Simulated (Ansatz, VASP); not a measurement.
IrAuC6N6 in VASP and in Ansatz

INCAR

```
SYSTEM = IrAuC6N6
PREC = Accurate ; ENCUT = 520
EDIFF = 1E-7 ; ISMEAR = 0
SIGMA = 0.1 ; LREAL = .FALSE.
LASPH = .TRUE. ; NELM = 150
ALGO = Normal ; ISIF = 2
LWAVE = .FALSE. ; LCHARG = .TRUE.
ISPIN = 2 ; MAGMOM = 1 0 0 0 0 0 0 0 0 0 0 0 0 0
LORBIT = 11 ; LMAXMIX = 4
GGA = PE ; LELF = .TRUE.
LVHAR = .TRUE. ; NBANDS = 54
```

The input KPOINTS:

```
Automatic mesh
0
G
  4 4 4
  0 0 0
```

The input POSCAR:

```
IrAuC6N6
1.0
    0.0000000000      5.0945000000      5.0945000000
    5.0945000000      0.0000000000      5.0945000000
    5.0945000000      5.0945000000      0.0000000000
Ir C Au N
1 6 1 6
Direct
    0.0000000000      0.0000000000      0.0000000000
    0.8118559200      0.1881440800      0.1881440800
    0.1881440800      0.8118559200      0.1881440800
    0.1881440800      0.1881440800      0.8118559200
    0.1881440800      0.8118559200      0.8118559200
    0.8118559200      0.1881440800      0.8118559200
    0.8118559200      0.8118559200      0.1881440800
    0.5000000000      0.5000000000      0.5000000000
    0.6970262000      0.3029738000      0.3029738000
    0.3029738000      0.6970262000      0.3029738000
    0.3029738000      0.3029738000      0.6970262000
    0.3029738000      0.6970262000      0.6970262000
    0.6970262000      0.3029738000      0.6970262000
    0.6970262000      0.6970262000      0.3029738000
```

Input for Ansatz:

```yaml
crystal:
  lattice:
    - [0.0, 5.0945, 5.0945]
    - [5.0945, 0.0, 5.0945]
    - [5.0945, 5.0945, 0.0]
  atoms:
    - { symbol: Ir, position: [0.0, 0.0, 0.0], spin: 1.0 }
    - { symbol: C, position: [0.81185592, 0.18814408, 0.18814408] }
    - { symbol: C, position: [0.18814408, 0.81185592, 0.18814408] }
    - { symbol: C, position: [0.18814408, 0.18814408, 0.81185592] }
    - { symbol: C, position: [0.18814408, 0.81185592, 0.81185592] }
    - { symbol: C, position: [0.81185592, 0.18814408, 0.81185592] }
    - { symbol: C, position: [0.81185592, 0.81185592, 0.18814408] }
    - { symbol: Au, position: [0.5, 0.5, 0.5] }
    - { symbol: "N", position: [0.6970262, 0.3029738, 0.3029738] }
    - { symbol: "N", position: [0.3029738, 0.6970262, 0.3029738] }
    - { symbol: "N", position: [0.3029738, 0.3029738, 0.6970262] }
    - { symbol: "N", position: [0.3029738, 0.6970262, 0.6970262] }
    - { symbol: "N", position: [0.6970262, 0.3029738, 0.6970262] }
    - { symbol: "N", position: [0.6970262, 0.6970262, 0.3029738] }
basis:
  ecutwfc: 420
kpoints:
  mp_grid: { grid: [4, 4, 4] }
hamiltonian:
  xc: pbe
scf:
  occupations: { method: gaussian, width: 0.1 }
  lower_state_search: "off"
output:
  forces: true
  stress: true
  eigenvalues: true
  populations: true
magnetization:
  spin_polarized: true
```

Alike in both runs: task single point; functional PBE; k mesh 4 × 4 × 4; occupations gaussian, width 0.1 eV; collinear spin.

```csv
,VASP,Ansatz
version,VASP 6.6.1,Ansatz 0.2.0
potentials or method,"VASP PAW PBE potentials, release 64 (Ir, C, Au, N), cutoff 520 eV","scalar-relativistic, plane waves, PAW"
valence electrons in the cell,74,90
```

Ansatz gave:

```
gap on the k mesh at the Fermi level (eV)                     : 0.62
least direct gap on the mesh (eV)                             : 0.70
pressure (GPa)                                                : 12.8
rms of the force components (eV/Å)                            : 1.761
net moment per atom (μB)                                      : 0.14
size of the moment on the site where the two differ most (μB) : 0.95
```

Question: What did VASP give for the same quantities?

Answer: gap on the k mesh at the Fermi level (eV): 0.60; least direct gap on the mesh (eV): 0.69; pressure (GPa): 13.3; rms of the force components (eV/Å): 1.598; net moment per atom (μB): 0.14; size of the moment on the site where the two differ most (μB): 1.03.

Site moments also hang on the region over which each program counts them. Atom by atom the forces differ by 0.165 eV/Å (rms over components). VASP's potentials hold 74 valence electrons a cell and Ansatz's 90, so a difference there can come from the potentials and not from the codes.

Spin-orbit coupling is off throughout. Noted on VASP's run: the standard files for N, O and F lose accuracy on very short bonds.
